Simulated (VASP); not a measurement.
# Ir (P6_3/mmc) in VASP: a series of runs

Runs on Ir. Level: r2SCAN. Tasks: single point.

Everything below comes from runs of VASP 6.6.1. Logs are shortened: lines on timing, memory, paths and dates and some standing lists are left out, and cuts for length are marked.

### 1 The cell of the first run

The structure is hexagonal, space group P6_3/mmc (No. 194). The conventional cell has a = 2.531 Å, b = 2.531 Å, c = 4.105 Å, α = 90.00°, β = 90.00°, γ = 120.00°. Ir (site symmetry -6m2) has 12 Ir at 2.52 to 2.53 Å within 3.3 Å.

### 2 Single point, r2SCAN (strain -0.080 along x and y, -0.080 along z)

The input, POSCAR:

```
Ir
1.0
    2.5312676630      0.0000000000      0.0000000000
   -1.2656338315      2.1921420999      0.0000000000
    0.0000000000      0.0000000000      4.1053068000
Ir
2
Direct
    0.6666666667      0.3333333333      0.7500000000
    0.3333333333      0.6666666667      0.2500000000
```

The input, INCAR.step1:

```
SYSTEM = Ir
PREC     = Accurate       ! precision mode
ENCUT    = 520            ! plane-wave cutoff, eV
ISMEAR   = 0              ! smearing method
SIGMA    = 0.15           ! smearing width, eV
LREAL    = .False.        ! projectors in reciprocal space
LASPH    = .True.         ! aspherical terms in the spheres
NELM     = 80             ! most SCF steps
NBANDS   = 16             ! bands
GGA      = PE             ! functional
ALGO     = Normal         ! electronic algorithm
EDIFF    = 1E-4           ! SCF threshold, eV
LWAVE    = .True.         ! write WAVECAR
LCHARG   = .False.        ! write CHGCAR
```

The input, INCAR.step2:

```
SYSTEM = Ir
PREC     = Accurate       ! precision mode
ENCUT    = 520            ! plane-wave cutoff, eV
EDIFF    = 1E-7           ! SCF threshold, eV
ISMEAR   = 0              ! smearing method
SIGMA    = 0.15           ! smearing width, eV
LREAL    = .False.        ! projectors in reciprocal space
LASPH    = .True.         ! aspherical terms in the spheres
NELM     = 80             ! most SCF steps
ALGO     = Normal         ! electronic algorithm
ISIF     = 2              ! what is computed and relaxed
LWAVE    = .False.        ! write WAVECAR
LCHARG   = .False.        ! write CHGCAR
METAGGA  = R2SCAN         ! meta-GGA
LMIXTAU  = .True.       
NBANDS   = 16             ! bands
ISTART   = 1
```

The input, KPOINTS:

```
regular mesh
0
Gamma
  18 18 12
  0 0 0
```

Potentials or basis: VASP PAW PBE potentials, release 64 (Ir).

The run is started by

```
> cat potpaw_PBE.64/Ir/POTCAR > POTCAR
> cp INCAR.step1 INCAR
> mpirun -np 1 vasp_std > vasp.out
> cp INCAR.step2 INCAR
> mpirun -np 1 vasp_std > vasp.out
```

OUTCAR:

```text
SYSTEM = Ir
   PREC = Accurate
   ENCUT = 520
   EDIFF = 1E-7
   ISMEAR = 0
   LREAL = .False.
   LASPH = .True.
   NELM = 80
   ISIF = 2
   METAGGA = R2SCAN
   ISTART = 1

 ion  position               nearest neighbor table
   1  0.667  0.333  0.750-   2 2.52   2 2.52   2 2.52   2 2.52   2 2.52   2 2.52
   2  0.333  0.667  0.250-   1 2.52   1 2.52   1 2.52   1 2.52   1 2.52   1 2.52

  LATTYP: Found a hexagonal cell.
 ALAT       =     2.5312676630
 C/A-ratio  =     1.6218382829

  Lattice vectors:

 A1 = (   2.5312676630,   0.0000000000,   0.0000000000)
 A2 = (  -1.2656338315,   2.1921420999,   0.0000000000)
 A3 = (   0.0000000000,   0.0000000000,   4.1053068000)

Analysis of symmetry for initial positions (statically):
=====================================================================
 Subroutine PRICEL returns:
 Original cell was already a primitive cell.

 Routine SETGRP: Setting up the symmetry group for a
 hexagonal supercell.

 Subroutine GETGRP returns: Found 24 space group operations
 (whereof 12 operations were pure point group operations)
 out of a pool of 24 trial point group operations.

The static configuration has the point symmetry D_3d.
 The point group associated with its full space group is D_6h.

Analysis of symmetry for dynamics (positions and initial velocities):
=====================================================================
 Subroutine PRICEL returns:
 Original cell was already a primitive cell.

 Routine SETGRP: Setting up the symmetry group for a
 hexagonal supercell.

 Subroutine GETGRP returns: Found 24 space group operations
 (whereof 12 operations were pure point group operations)
 out of a pool of 24 trial point group operations.

The dynamic configuration has the point symmetry D_3d.
 The point group associated with its full space group is D_6h.

 Subroutine INISYM returns: Found 24 space group operations
 (whereof 12 operations are pure point group operations),
 and found     1 'primitive' translations

----------------------------------------------------------------------------------------

                                     Primitive cell

  volume of cell :      22.7799

  direct lattice vectors                    reciprocal lattice vectors
     2.531267663  0.000000000  0.000000000     0.395058972  0.228087404  0.000000000
    -1.265633831  2.192142100  0.000000000     0.000000000  0.456174807  0.000000000
     0.000000000  0.000000000  4.105306800     0.000000000  0.000000000  0.243587154

  length of vectors
     2.531267663  2.531267663  4.105306800     0.456174807  0.456174807  0.243587154

  position of ions in fractional coordinates (direct lattice)
     0.666666667  0.333333333  0.750000000
     0.333333333  0.666666667  0.250000000

  ion indices of the primitive-cell ions
   primitive index   ion index
                 1           1
                 2           2

----------------------------------------------------------------------------------------

 KPOINTS: regular mesh

Automatic generation of k-mesh.
 Grid dimensions read from file:
 generate k-points for:   18   18   12

 Generating k-lattice:

  Cartesian coordinates                     Fractional coordinates (reciprocal lattice)
     0.021947721  0.012671522  0.000000000     0.055555556  0.000000000  0.000000000
     0.000000000  0.025343045  0.000000000     0.000000000  0.055555556  0.000000000
     0.000000000  0.000000000  0.020298930     0.000000000  0.000000000  0.083333333

  Length of vectors
     0.025343045  0.025343045  0.020298930

  Shift w.r.t. Gamma in fractional coordinates (k-lattice)
     0.000000000  0.000000000  0.000000000

 Subroutine IBZKPT returns following result:
 ===========================================

 Found    259 irreducible k-points:

 Following reciprocal coordinates:
            Coordinates               Weight
  0.000000  0.000000  0.000000      1.000000
  0.055556 -0.000000  0.000000      6.000000
  0.111111 -0.000000  0.000000      6.000000
  0.166667 -0.000000  0.000000      6.000000
  0.222222 -0.000000  0.000000      6.000000
  0.277778  0.000000  0.000000      6.000000
[... 16 lines left out ...]
  0.333333  0.111111  0.000000     12.000000
  0.388889  0.111111  0.000000     12.000000
 [... further k-points ...]
   k-points           NKPTS =    259   k-points in BZ     NKDIM =    259   number of bands    NBANDS=     16
   number of dos      NEDOS =    301   number of ions     NIONS =      2
   total plane-waves  NPLWV =  12800
   dimension x,y,z NGX =    20 NGY =   20 NGZ =   32
   dimension x,y,z NGXF=    40 NGYF=   40 NGZF=   64
   ions per type =               2
   NGX,Y,Z   is equivalent  to a cutoff of  13.14, 13.14, 12.96 a.u.
   NGXF,Y,Z  is equivalent  to a cutoff of  26.27, 26.27, 25.92 a.u.
 SYSTEM =  Ir
   PREC   = accura    normal or accurate (medium, high low for compatibility)
   ISTART =      1    job   : 0-new  1-cont  2-samecut
   ICHARG =      0    charge: 1-file 2-atom 10-const
   ISPIN  =      1    spin polarized calculation?
   LNONCOLLINEAR =      F non collinear calculations
   LSORBIT =      F    spin-orbit coupling
   LASPH  =      T    aspherical Exc in radial PAW
   ENCUT  =  520.0 eV  38.22 Ry    6.18 a.u.   4.71  4.71  7.63*2*pi/ulx,y,z
   NELM   =     80;   NELMIN=  2; NELMDL=  0     # of ELM steps
   EDIFF  = 0.1E-06   stopping-criterion for ELM
   LREAL  =      F    real-space projection
   EDIFFG = 0.1E-05   stopping-criterion for IOM
   NSW    =      0    number of steps for IOM
   IBRION =     -1    ionic relax: 0-MD 1-quasi-New 2-CG
   NFREE  =      0    steps in history (QN), initial steepest desc. (CG)
   ISIF   =      2    stress and relaxation
   ISYM   =      2    0-nonsym 1-usesym 2-fastsym
   POTIM  = 0.5000    time-step for ionic-motion
   TEBEG  =    0.0;   TEEND  =   0.0 temperature during run
   PSTRESS=    0.0 pullay stress
   NELECT =      18.0000    total number of electrons
   NUPDOWN=      -1.0000    fix difference up-down
   EMIN   =  10.00;   EMAX   =-10.00  energy-range for DOS
   EFERMI =   0.00;   METHOD = LEGACY
   ISMEAR =     0;   SIGMA  =   0.15  broadening in eV -4-tet -1-fermi 0-gaus
   EFERMI_NEDOS =   21; number of points for ismear=-14 and -15
   IALGO  =     38    algorithm
   IMIX   =      4    mixing-type and parameters
     AMIX     =   0.40;   BMIX     =  1.00
     AMIX_MAG =   1.60;   BMIX_MAG =  1.00
  volume/ion in A,a.u.               =      11.39        76.86
  Fermi-wavevector in a.u.,A,eV,Ry     =   1.513497  2.860094 31.166496  2.290673
  Thomas-Fermi vector in A             =   2.623280
   LORBIT       =      0    0 simple, 1 ext, 2 COOP (PROOUT), +10 PAW based schemes
   METAGGA = R2SCAN    functional components
   LHFCALC =     F    Hartree Fock is set to
   AEXX    =    0.0000 exact exchange contribution
   IVDW    =     0    specifies the selected vdW correction
   LEPSILON=     F    determine dielectric tensor
   LRPA    =     F    only Hartree local field effects (RPA)
 non-spin polarized calculation
 Gauss-broadening in eV      SIGMA  =   0.15
  energy-cutoff  :      520.00
  volume of cell :       22.78
 maximum number of plane-waves:       628
 NGX is ok and might be reduce to    20
   NGX =  9   NGY =  9   NGZ = 15

 number of electron      18.0000000 magnetization

 Free energy of the ion-electron system (eV)
  ---------------------------------------------------
  ext. energy  EPLUGINS =         0.00000000
  ---------------------------------------------------
  free energy    TOTEN  =      -102.28459008 eV

  energy without entropy =     -102.26911522  energy(sigma->0) =     -102.27685265

 E-fermi :  14.6074     XC(G=0): -16.8627

 val. band max:       14.6059836627   @ k =   0.3889   0.0000   0.0833
 cond. band min:      14.6128124296   @ k =   0.2778   0.1111   0.4167
 fundamental gap:      0.0068287669
 Fermi energy:        14.6073604356

 k-point     1 :       0.0000    0.0000    0.0000
  band No.  band energies     occupation
      1       0.3124      2.00000
      2       3.2971      2.00000
      3       8.8554      2.00000
      4       8.9586      2.00000
      5       8.9586      2.00000
      6       9.9443      2.00000
[... 8 lines left out ...]
     15      31.5588      0.00000
     16      33.3495      0.00000

 k-point     2 :       0.0556   -0.0000    0.0000
  band No.  band energies     occupation
      1       0.4748      2.00000
      2       3.4446      2.00000
      3       8.4852      2.00000
      4       9.1033      2.00000
      5       9.2849      2.00000
      6       9.8423      2.00000
[... 8 lines left out ...]
     15      31.7829      0.00000
     16      33.6250      0.00000

 k-point     3 :       0.1111   -0.0000    0.0000
  band No.  band energies     occupation
      1       0.9444      2.00000
      2       3.8534      2.00000
      3       8.0014      2.00000
      4       9.4839      2.00000
      5       9.5320      2.00000
      6       9.7941      2.00000
[... 8 lines left out ...]
     15      32.3740      0.00000
     16      34.4295      0.00000

 k-point     4 :       0.1667   -0.0000    0.0000
  band No.  band energies     occupation
      1       1.6647      2.00000
      2       4.3946      2.00000
      3       7.5560      2.00000
      4       8.8728      2.00000
      5       9.1533      2.00000
      6      10.2269      2.00000
[... 8 lines left out ...]
     15      32.8048      0.00000
     16      34.8765      0.00000
[... 324 lines left out ...]
 k-point    22 :       0.2778    0.1111    0.0000
  band No.  band energies     occupation
      1       4.4250      2.00000
      2       4.9027      2.00000
      3       5.7224      2.00000
      4       7.6385      2.00000
      5       8.5568      2.00000
      6       9.3910      2.00000
[... 8 lines left out ...]
     15      29.3411      0.00000
     16      30.6029      0.00000

 k-point    23 :       0.3333    0.1111    0.0000
  band No.  band energies     occupation
      1       4.5009      2.00000
      2       4.7970      2.00000
      3       5.1468      2.00000
      4       8.3987      2.00000
      5       8.4359      2.00000
      6       9.7382      2.00000
[... 8 lines left out ...]
     15      27.7015      0.00000
     16      29.9808      0.00000

 k-point    24 :       0.3889    0.1111    0.0000
  band No.  band energies     occupation
      1       4.3000      2.00000
      2       4.7934      2.00000
      3       4.8618      2.00000
      4       8.3963      2.00000
      5       9.0807      2.00000
      6       9.4657      2.00000
[... 8 lines left out ...]
     15      27.9655      0.00000
     16      29.6000      0.00000

 [... further k-points ...]

------------------------ aborting loop because EDIFF is reached ----------------------------------------

  FORCE on cell =-STRESS in cart. coord.  units (eV):
  Direction    XX          YY          ZZ          XY          YZ          ZX
  --------------------------------------------------------------------------------------
  -------------------------------------------------------------------------------------
  Total       21.8528809     21.8528809     22.3517660      0.0000000      0.0000000      0.0000000
  in kB     1536.9753024   1536.9753024   1572.0633125      0.0000000      0.0000000      0.0000000
  external PRESSURE =    1548.6713058 kB  Pullay stress =       0.0000000 kB

 VOLUME and BASIS-vectors are now :
 -----------------------------------------------------------------------------
  energy-cutoff  :      520.00
  volume of cell :       22.78
      direct lattice vectors                 reciprocal lattice vectors
     2.531267663  0.000000000  0.000000000     0.395058972  0.228087404  0.000000000
    -1.265633831  2.192142100  0.000000000     0.000000000  0.456174807  0.000000000
     0.000000000  0.000000000  4.105306800     0.000000000  0.000000000  0.243587154

 POSITION                                       TOTAL-FORCE (eV/Angst)
 -----------------------------------------------------------------------------------
      1.26563      0.73071      3.07898         0.000000      0.000000      0.000000
     -0.00000      1.46143      1.02633        -0.000000     -0.000000      0.000000
 -----------------------------------------------------------------------------------
    total drift:                               -0.000000      0.000000     -0.000000

  FREE ENERGIE OF THE ION-ELECTRON SYSTEM (eV)
  ---------------------------------------------------
  free  energy   TOTEN  =      -102.2845900757 eV

  energy  without entropy=     -102.2691152182  energy(sigma->0) =     -102.27685265
```

Run time: 2.4 min. Hardware: 1 thread of Intel Xeon 6975P-C (Granite Rapids), shared host; peak memory 0.2 GiB.

What came out:

| Quantity | Value |
| --- | --- |
| Free energy | -102.2846 eV |
| Pressure | 154.9 GPa |
| Band gap on the k mesh | zero (band 9 reaches 16.10 eV, above the bottom of band 10 at 11.14 eV) |

Stress tensor (GPa, compression positive):
```
153.70   0.00   0.00
  0.00 153.70   0.00
  0.00   0.00 157.21
```

Caveat: the cell differs from its parent crystal (strain -0.080 along x and y, -0.080 along z); the PAW data sets were made with another functional, which shifts forces and pressure a little; spin-orbit coupling is left out, which moves the levels of the heavy elements.

### 3 Single point, r2SCAN (strain -0.080 along x and y, -0.040 along z)

POSCAR: that of step 2 with these lines changed.

```diff
@@ -4,3 +4,3 @@
    -1.2656338315      2.1921420999      0.0000000000
-    0.0000000000      0.0000000000      4.1053068000
+    0.0000000000      0.0000000000      4.2837984000
 Ir
```

The input, INCAR.step1:

```
SYSTEM = Ir
PREC     = Accurate       ! precision mode
ENCUT    = 520            ! plane-wave cutoff, eV
ISMEAR   = 0              ! smearing method
SIGMA    = 0.15           ! smearing width, eV
LREAL    = .FALSE.        ! projectors in reciprocal space
LASPH    = .TRUE.         ! aspherical terms in the spheres
NELM     = 80             ! most SCF steps
NBANDS   = 16             ! bands
GGA      = PE             ! functional
ALGO     = Normal         ! electronic algorithm
EDIFF    = 1E-4           ! SCF threshold, eV
LWAVE    = .TRUE.         ! write WAVECAR
LCHARG   = .FALSE.        ! write CHGCAR
```

The input, INCAR.step2:

```
SYSTEM = Ir
PREC     = Accurate       ! precision mode
ENCUT    = 520            ! plane-wave cutoff, eV
EDIFF    = 1E-6           ! SCF threshold, eV
ISMEAR   = 0              ! smearing method
SIGMA    = 0.15           ! smearing width, eV
LREAL    = .FALSE.        ! projectors in reciprocal space
LASPH    = .TRUE.         ! aspherical terms in the spheres
NELM     = 80             ! most SCF steps
ALGO     = Normal         ! electronic algorithm
ISIF     = 2              ! what is computed and relaxed
LWAVE    = .FALSE.        ! write WAVECAR
LCHARG   = .FALSE.        ! write CHGCAR
METAGGA  = R2SCAN         ! meta-GGA
LMIXTAU  = .TRUE.       
NBANDS   = 16             ! bands
ISTART   = 1
```

The input, KPOINTS:

```
Automatic mesh
0
G
  18 18 12
  0 0 0
```

Potentials or basis: VASP PAW PBE potentials, release 64 (Ir).

The run is started by

```
> cat potpaw_PBE.64/Ir/POTCAR > POTCAR
> cp INCAR.step1 INCAR
> mpirun -np 1 vasp_std > vasp.out
> cp INCAR.step2 INCAR
> mpirun -np 1 vasp_std > vasp.out
```

Wall time 1.9 min (1 thread of Intel Xeon 6975P-C (Granite Rapids), shared host); peak memory 0.2 GiB.

The run converged. Its results:

```
Free energy            : -103.0471 eV
Pressure               : 114.9 GPa
Band gap on the k mesh : zero (band 9 reaches 15.37 eV, above the bottom of band 10 at 10.42 eV)
```

Stress tensor (GPa, compression positive):
```
125.77   0.00   0.00
  0.00 125.77   0.00
  0.00   0.00  93.03
```

Levels at points of the mesh, in eV from the Fermi level:
| k point | band 7 | band 8 | band 9 | band 10 | band 11 | band 12 |
| --- | --- | --- | --- | --- | --- | --- |
| (0.00, 0.00, 0.00) | -4.39 | -2.71 | -2.71 | -1.68 | 0.46 | 0.46 |
| (0.50, 0.00, 0.00) | -4.16 | 1.20 | 1.49 | 1.96 | 4.10 | 5.93 |
| (0.00, 0.00, 0.50) | -5.21 | -5.21 | -0.53 | -0.53 | -0.53 | -0.53 |
| (0.50, 0.00, 0.50) | -1.26 | -1.26 | 1.76 | 1.76 | 2.62 | 2.62 |

Caveat: the cell differs from its parent crystal (strain -0.080 along x and y, -0.040 along z); the PAW data sets were made with another functional, which shifts forces and pressure a little; spin-orbit coupling is left out, which moves the levels of the heavy elements.
